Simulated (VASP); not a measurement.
## LiF: single point with PBE

Crystal: LiF.

```xyz
8
Lattice="1.4393 2.4816 -0.2278 4.3116 -2.4833 0.2247 -1.4385 0.3943 -4.7516" Properties=species:S:1:pos:R:3 pbc="T T T"
Li    3.9534    0.5550   -3.0008
Li    1.0781    0.5559   -2.9992
Li    3.9531   -0.8827   -0.5112
Li    2.5170    1.5997   -0.7374
F     2.5155   -0.1632   -1.7550
F    -0.3600   -0.1622   -1.7535
F     3.9521   -1.2077   -4.0184
F     2.5158    1.2748   -4.2448
```

```yaml
Program: VASP 6.6.1
Task: single point
Functional: PBE
Potentials_or_basis: VASP PAW PBE potentials, release 64 (Li_sv, F)
Cutoff: 520 eV
k_mesh: 4 × 4 × 4
Occupations: gaussian, width 0.1 eV
Spin: no spin polarisation
Dipole_correction: no
Further_INCAR_settings: ALGO = Normal; EDIFF = 1e-06; NBANDS = 30
```

```json
{
 "Band gap on the k mesh": "8.83 eV"
}
```

Levels at points of the mesh, in eV from the valence-band top:
| k point | band 16 | band 17 | band 18 | band 19 | band 20 | band 21 | band 22 | band 23 | band 24 | band 25 |
| --- | --- | --- | --- | --- | --- | --- | --- | --- | --- | --- |
| (0.00, 0.00, 0.00) | -0.22 | -0.22 | 0.00 | 0.00 | 0.00 | 8.83 | 10.61 | 10.62 | 14.54 | 16.32 |
| (0.50, 0.00, 0.00) | -1.27 | -0.77 | -0.77 | -0.24 | -0.24 | 11.86 | 11.86 | 14.80 | 14.80 | 14.82 |
| (0.00, 0.50, 0.00) | -0.60 | -0.12 | -0.11 | -0.11 | -0.11 | 10.11 | 10.11 | 12.74 | 12.74 | 15.59 |
| (0.00, 0.00, 0.50) | -0.60 | -0.12 | -0.11 | -0.11 | -0.11 | 10.11 | 10.11 | 12.74 | 12.74 | 15.59 |
| (0.50, 0.50, 0.00) | -1.12 | -0.60 | -0.60 | -0.60 | -0.60 | 12.74 | 12.74 | 12.74 | 12.74 | 15.59 |
| (0.50, 0.00, 0.50) | -1.12 | -0.60 | -0.60 | -0.60 | -0.60 | 12.74 | 12.74 | 12.74 | 12.74 | 15.59 |
| (0.00, 0.50, 0.50) | -0.49 | -0.49 | -0.49 | -0.24 | -0.24 | 11.14 | 11.14 | 11.86 | 11.86 | 15.57 |
| (0.50, 0.50, 0.50) | -0.95 | -0.22 | -0.22 | -0.22 | -0.22 | 10.62 | 10.62 | 14.52 | 14.54 | 16.33 |

Run time: 27 s on 1 thread of Intel(R) Xeon(R) 6975P-C (Granite Rapids), on a shared host, peak memory 0.19 GiB.

Caveat: the k points lie up to 0.55 Å⁻¹ apart. A k mesh can miss the band edges.
